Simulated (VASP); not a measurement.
P, 2 atoms in the cell. The cell holds a slab with vacuum, 2 atoms: a = 3.028 Å, b = 3.028 Å, c = 28.000 Å, α = 90.00°, β = 90.00°, γ = 120.00°. 

| Quantity | Value |
| --- | --- |
| Program | VASP 6.6.1 |
| Task | single point |
| Functional | r2SCAN |
| Potentials or basis | VASP PAW PBE potentials, release 64 (P) |
| Cutoff | 520 eV |
| k mesh | 9 × 9 × 1 |
| Occupations | gaussian, width 0.02 eV |
| Spin | no spin polarisation |
| Dipole correction | yes |
| Further INCAR settings | ALGO = Normal; EDIFF = 1e-07; NBANDS = 12 |

Potentials or basis: VASP PAW PBE potentials, release 64 (P).

The run is started by

```bash
$ cat potpaw_PBE.64/P/POTCAR > POTCAR
$ cp INCAR.step1 INCAR
$ mpirun -np 1 vasp_std > vasp.out
$ cp INCAR.step2 INCAR
$ mpirun -np 1 vasp_std > vasp.out
```

Hardware: 1 thread of Intel(R) Xeon(R) 6975P-C (Granite Rapids) (shared host).

**Question.** How long does it take, and how much memory?

**Answer.** It took 89 s on 1 thread of Intel(R) Xeon(R) 6975P-C (Granite Rapids), on a shared host, peak memory 0.36 GiB. Counts: k points 12.
